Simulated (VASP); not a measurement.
A run of VASP 6.6.1 is set up as follows.

File INCAR:

```
PREC = Accurate
ENCUT = 520
EDIFF = 1E-7
ISMEAR = 0
SIGMA = 0.05
LREAL = F
LASPH = T
NELM = 60
ALGO = Normal
ISIF = 2
LWAVE = F
LCHARG = T
LDIPOL = T
IDIPOL = 3
DIPOL = 0.5 0.5 0.391
GGA = PE
IVDW = 12
LELF = T
LVHAR = T
LVACPOTAV = T
NBANDS = 31
```

The input KPOINTS:

```
regular mesh
0
Gamma
  9 9 1
```

The input POSCAR:

```
PtSe2
1.0
    3.7070358307      0.0000000000      0.0000000000
   -1.8535179153      3.2103872021      0.0000000000
    0.0000000000      0.0000000000     22.7981611688
Se Pt
4 2
Direct
    0.6666666667      0.3333333333      0.1973843402
    0.3333333333      0.6666666667      0.3135814565
    0.3333333333      1.1666666667      0.4675412418
    0.0000000000      1.5000000000      0.5837383581
    0.0000000000      0.0000000000      0.2554828983
   -0.3333333333      0.8333333333      0.5256398000
```

Potentials or basis: VASP PAW PBE potentials, release 64 (Se, Pt).

Run with:

```console
$ cat potpaw_PBE.64/Se/POTCAR potpaw_PBE.64/Pt/POTCAR > POTCAR
$ mpirun -np 1 vasp_std > vasp.out
```

Problem. Predict the largest force.

Solution. 0.076 eV/Å.

Problem. What does it give for the band gap on the k mesh?

Solution. 0.97 eV (least direct gap 1.14 eV).

Forces in eV/Å, atoms in the order of the input:
```
Se  -0.002 -0.001 -0.005
Se  -0.007 -0.004  0.070
Se   0.007  0.004 -0.070
Se   0.002  0.001  0.005
Pt   0.009  0.005  0.076
Pt  -0.009 -0.005 -0.076
```

Caveat: the cell differs from its parent crystal (layers slid over each other); spin-orbit coupling is left out, which moves the levels of the heavy elements.
